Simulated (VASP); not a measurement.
Here is a VASP 6.6.1 calculation.

INCAR

```
ALGO = Normal
EDIFF = 1E-7
ENCUT = 520
ISIF = 2
ISMEAR = 0
LASPH = True
LCHARG = False
LREAL = False
LWAVE = False
NBANDS = 16
NELM = 60
PREC = Accurate
SIGMA = 0.01
```

File KPOINTS:

```
k-points
0
Gamma
  8 8 5
```

The input POSCAR:

```
AlN
1.0
    3.0887828234      0.0000000000      0.0000000000
   -1.5443914117      2.6749643918      0.0000000000
    0.0000000000      0.0000000000      4.9680238836
Al N
2 2
Direct
    0.3333333333      0.6666666667      0.0004947978
    0.6666666667      0.3333333333      0.5004947978
    0.3333333333      0.6666666667      0.3815052022
    0.6666666667      0.3333333333      0.8815052022
```

Potentials or basis: VASP PAW LDA potentials, release 64 (Al, N).

Command:

```sh
$ cat potpaw_LDA.64/Al/POTCAR potpaw_LDA.64/N/POTCAR > POTCAR
$ mpirun -np 1 vasp_std > vasp.out
```

(1) What does it give for the band gap on the k mesh?

(2) Estimate the pressure.

Results:

(1) 4.41 eV, direct.

(2) -0.4 GPa.
